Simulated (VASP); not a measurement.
# Ge in VASP: a series of runs, part 2 of 2

VASP 6.6.1. The steps go on from the part before.

## (3) Single point, PBE

INCAR

```
ALGO = Normal ; DIPOL = 0.5 0.5 0.500
EDIFF = 1E-7 ; ENCUT = 520
GGA = PE ; IDIPOL = 3
ISIF = 2 ; ISMEAR = 0
LASPH = True ; LCHARG = False
LDIPOL = True ; LREAL = False
LWAVE = False ; NBANDS = 21
NELM = 100 ; PREC = Accurate
SIGMA = 0.1
```

KPOINTS

```
k-points
0
Gamma
  12 12 1
```

POSCAR

```
Ge
1.0
    3.9210000000      0.0000000000      0.0000000000
   -1.9605000000      3.3956856082      0.0000000000
    0.0000000000      0.0000000000     28.0000000000
Ge
2
Direct
    0.3333333333      0.6666666667      0.5181785714
    0.6666666667      0.3333333333      0.4818214286
```

Potentials or basis: VASP PAW PBE potentials, release 64 (Ge_d).

On the command line:

```bash
cat potpaw_PBE.64/Ge_d/POTCAR > POTCAR
mpirun -np 1 vasp_std > vasp.out
```

OUTCAR:

```text
EDIFF = 1E-7
   ENCUT = 520
   GGA = PE
   ISIF = 2
   ISMEAR = 0
   LASPH = True
   LREAL = False
   NELM = 100
   PREC = Accurate

 ion  position               nearest neighbor table
   1  0.333  0.667  0.518-   2 2.48   2 2.48   2 2.48
   2  0.667  0.333  0.482-   1 2.48   1 2.48   1 2.48

  LATTYP: Found a hexagonal cell.
 ALAT       =     3.9210000000
 C/A-ratio  =     7.1410354501

  Lattice vectors:

 A1 = (   3.9210000000,   0.0000000000,   0.0000000000)
 A2 = (  -1.9605000000,   3.3956856082,   0.0000000000)
 A3 = (   0.0000000000,   0.0000000000,  28.0000000000)

Analysis of symmetry for initial positions (statically):
=====================================================================
 Subroutine PRICEL returns:
 Original cell was already a primitive cell.

 Routine SETGRP: Setting up the symmetry group for a
 hexagonal supercell.

 Subroutine GETGRP returns: Found 12 space group operations
 (whereof 12 operations were pure point group operations)
 out of a pool of 24 trial point group operations.

The static configuration has the point symmetry D_3d.

Analysis of symmetry for dynamics (positions and initial velocities):
=====================================================================
 Subroutine PRICEL returns:
 Original cell was already a primitive cell.

 Routine SETGRP: Setting up the symmetry group for a
 hexagonal supercell.

 Subroutine GETGRP returns: Found 12 space group operations
 (whereof 12 operations were pure point group operations)
 out of a pool of 24 trial point group operations.

The dynamic configuration has the point symmetry D_3d.

 Subroutine INISYM returns: Found 12 space group operations
 (whereof 12 operations are pure point group operations),
 and found     1 'primitive' translations
[... 107 lines left out ...]
   IMIX   =      4    mixing-type and parameters
     AMIX     =   0.40;   BMIX     =  1.00
     AMIX_MAG =   1.60;   BMIX_MAG =  1.00
  volume/ion in A,a.u.               =     186.40      1257.91
  Fermi-wavevector in a.u.,A,eV,Ry     =   0.690717  1.305266  6.491201  0.477090
  Thomas-Fermi vector in A             =   1.772164
   LORBIT       =      0    0 simple, 1 ext, 2 COOP (PROOUT), +10 PAW based schemes
   GGA     = PE    functional components
   LHFCALC =     F    Hartree Fock is set to
   AEXX    =    0.0000 exact exchange contribution
   IVDW    =     0    specifies the selected vdW correction
   LEPSILON=     F    determine dielectric tensor
   LRPA    =     F    only Hartree local field effects (RPA)
 non-spin polarized calculation
 Gauss-broadening in eV      SIGMA  =   0.10
  energy-cutoff  :      520.00
  volume of cell :      372.81
 maximum number of plane-waves:     10099
 NGX is ok and might be reduce to    30
   NGX = 15   NGY = 15   NGZ =105

 dipolmoment           0.000000      0.000000      0.000000 electrons x Angstroem

 number of electron      28.0000013 magnetization

 dipolmoment           0.000000      0.000000     -0.000000 electrons x Angstroem

 Free energy of the ion-electron system (eV)
  ---------------------------------------------------
  ext. energy  EPLUGINS =         0.00000000
  ---------------------------------------------------
  free energy    TOTEN  =        -7.86081862 eV

  energy without entropy =       -7.85409199  energy(sigma->0) =       -7.85745530

 E-fermi :  -3.0962     XC(G=0):  -1.7230

 val. band max:       -3.3070076530   @ k =   0.0833   0.0833   0.0000
 cond. band min:      -3.0745975283   @ k =   0.3333   0.2500   0.0000
 fundamental gap:      0.2324101246
 Fermi energy:        -3.0961653036

 k-point     1 :       0.0000    0.0000    0.0000
  band No.  band energies     occupation
      1     -27.5093      2.00000
      2     -27.5093      2.00000
      3     -27.4359      2.00000
      4     -27.4245      2.00000
      5     -27.4245      2.00000
      6     -27.3887      2.00000
[... 445 lines left out ...]
     20       4.5270      0.00000
     21       4.5270      0.00000

------------------------ aborting loop because EDIFF is reached ----------------------------------------

 vacuum level on the upper side and lower side of the slab       (xc-potential included)        -0.007        -0.007

  FORCE on cell =-STRESS in cart. coord.  units (eV):
  Direction    XX          YY          ZZ          XY          YZ          ZX
  --------------------------------------------------------------------------------------
  -------------------------------------------------------------------------------------
  Total        0.4380552      0.4380552     -1.0973275      0.0000000     -0.0000000     -0.0000000
  in kB        1.8825960      1.8825960     -4.7158992      0.0000000     -0.0000000     -0.0000000
  external PRESSURE =      -0.3169024 kB  Pullay stress =       0.0000000 kB

 VOLUME and BASIS-vectors are now :
 -----------------------------------------------------------------------------
  energy-cutoff  :      520.00
  volume of cell :      372.81
      direct lattice vectors                 reciprocal lattice vectors
     3.921000000  0.000000000  0.000000000     0.255036980  0.147245669  0.000000000
    -1.960500000  3.395685608  0.000000000     0.000000000  0.294491339  0.000000000
     0.000000000  0.000000000 28.000000000     0.000000000  0.000000000  0.035714286

 POSITION                                       TOTAL-FORCE (eV/Angst)
 -----------------------------------------------------------------------------------
     -0.00000      2.26379     14.50900         0.000000     -0.000000     -1.068452
      1.96050      1.13190     13.49100         0.000000      0.000000      1.068452
 -----------------------------------------------------------------------------------
    total drift:                                0.000000      0.000000     -0.000000

  FREE ENERGIE OF THE ION-ELECTRON SYSTEM (eV)
  ---------------------------------------------------
  free  energy   TOTEN  =        -7.8608186188 eV

  energy  without entropy=       -7.8540919855  energy(sigma->0) =       -7.85745530

 vacuum level on the upper side and lower side of the slab         1.057         1.057
```

OSZICAR:

```text
N       E                     dE             d eps       ncg     rms          rms(c)
DAV:   1     0.153253354199E+03    0.15325E+03   -0.13945E+04   950   0.133E+03
DAV:   2     0.837887064722E+01   -0.14487E+03   -0.14086E+03  1094   0.257E+02
DAV:   3    -0.732907477238E+01   -0.15708E+02   -0.15656E+02  1012   0.107E+02
DAV:   4    -0.807072894623E+01   -0.74165E+00   -0.74087E+00  1038   0.265E+01
[... 14 lines left out ...]
DAV:  19    -0.786081239593E+01   -0.93521E-05   -0.26453E-07   819   0.238E-03    0.287E-04
DAV:  20    -0.786081767439E+01   -0.52785E-05   -0.13772E-07   759   0.293E-03    0.208E-04
DAV:  21    -0.786081814722E+01   -0.47283E-06   -0.96798E-09   814   0.120E-03    0.200E-04
DAV:  22    -0.786081853902E+01   -0.39180E-06   -0.13960E-08   717   0.827E-04    0.722E-05
DAV:  23    -0.786081861878E+01   -0.79765E-07   -0.19243E-09   706   0.403E-04
   1 F= -.78608186E+01 E0= -.78574553E+01  d E =-.672663E-02
```

stdout:

```text
POSCAR found type information on POSCAR Ge
 POSCAR found :  1 types and       2 ions
 scaLAPACK will be used
 LDA part: xc-table for (Slater+PW92), standard interpolation
 POSCAR, INCAR and KPOINTS ok, starting setup
 FFT: planning ... GRIDC
 FFT: planning ... GRID_SOFT
 FFT: planning ... GRID
 WAVECAR not read
 entering main loop
```

It took 2.3 min on 1 thread of AMD EPYC 9R45 (Zen 5), shared host; peak memory 0.44 GiB.

What came out:

| Item | Value |
| --- | --- |
| Free energy | -7.8608 eV |
| Largest force | 1.068 eV/Å |
| Band gap on the k mesh | zero (bands 14 and 15 overlap by 0.79 eV) |

Forces on the atoms (eV/Å):
```
Ge   0.000  0.000 -1.068
Ge   0.000  0.000  1.068
```
